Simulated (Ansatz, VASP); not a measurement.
# One calculation of BN, two programs

The input INCAR:

```
SYSTEM = BN
PREC = Accurate
ENCUT = 520
EDIFF = 1E-6
ISMEAR = 0
SIGMA = 0.05
LREAL = .FALSE.
LASPH = .TRUE.
NELM = 60
ALGO = Normal
ISIF = 2
LWAVE = .FALSE.
LCHARG = .FALSE.
GGA = PE
IVDW = 12
NBANDS = 26
```

Contents of KPOINTS:

```
Automatic mesh
0
G
  10 10 2
  0 0 0
```

POSCAR

```
BN
1.0
   -2.5064381127      0.0000000000      0.0000000000
   -1.2532190563     -2.1706390786      0.0000000000
   -3.1329223189     -1.8087935442     13.2336949040
B N
4 4
Direct
   -0.3958041667     -0.3958041667      0.8750000000
    0.0208458333      0.0208458333      0.3750000000
    0.5625041667      0.5625041667      0.1250000000
    0.1458541667      0.1458541667      0.6250000000
    0.2291708333      0.2291708333      0.1250000000
   -0.1874791667     -0.1874791667      0.6250000000
   -0.0624708333     -0.0624708333      0.8750000000
    0.3541791667      0.3541791667      0.3750000000
```

Input for Ansatz:

```yaml
crystal:
  lattice:
    - [-2.5064381127, 0.0, 0.0]
    - [-1.2532190563, -2.1706390786, 0.0]
    - [-3.1329223189, -1.8087935442, 13.233694904]
  atoms:
    - { symbol: B, position: [-0.3958041667, -0.3958041667, 0.875] }
    - { symbol: B, position: [0.0208458333, 0.0208458333, 0.375] }
    - { symbol: B, position: [0.5625041667, 0.5625041667, 0.125] }
    - { symbol: B, position: [0.1458541667, 0.1458541667, 0.625] }
    - { symbol: "N", position: [0.2291708333, 0.2291708333, 0.125] }
    - { symbol: "N", position: [-0.1874791667, -0.1874791667, 0.625] }
    - { symbol: "N", position: [-0.0624708333, -0.0624708333, 0.875] }
    - { symbol: "N", position: [0.3541791667, 0.3541791667, 0.375] }
basis:
  ecutwfc: 420
kpoints:
  mp_grid: { grid: [10, 10, 2] }
hamiltonian:
  xc: pbe
  dispersion: d3bj
scf:
  occupations: { method: gaussian, width: 0.05 }
output:
  forces: true
  stress: true
  eigenvalues: true
```

Alike in both runs: task single point; functional PBE; dispersion D3(BJ); k mesh 10 × 10 × 2; occupations gaussian, width 0.05 eV; no spin polarisation.

|  | VASP | Ansatz |
| --- | --- | --- |
| version | VASP 6.6.1 | Ansatz 0.2.0 |
| potentials or method | VASP PAW PBE potentials, release 64 (B, N), cutoff 520 eV | scalar-relativistic, plane waves, PAW |
| valence electrons in the cell | 32 | 32 |

Ansatz gave:

| Property | Result |
| --- | --- |
| gap on the k mesh at the Fermi level (eV) | 3.96 |
| least direct gap on the mesh (eV) | 4.26 |
| pressure (GPa) | 0.0 |
| traceless stress, the component that is largest in VASP (GPa) | 0.11 |
| rms of the force components (eV/Å) | 0.006 |

Estimate VASP's values.

gap on the k mesh at the Fermi level (eV): 3.95; least direct gap on the mesh (eV): 4.26; pressure (GPa): 0.1; traceless stress, the component that is largest in VASP (GPa): -0.09; rms of the force components (eV/Å): 0.006.

Atom by atom the forces differ by 0.000 eV/Å (rms over components).
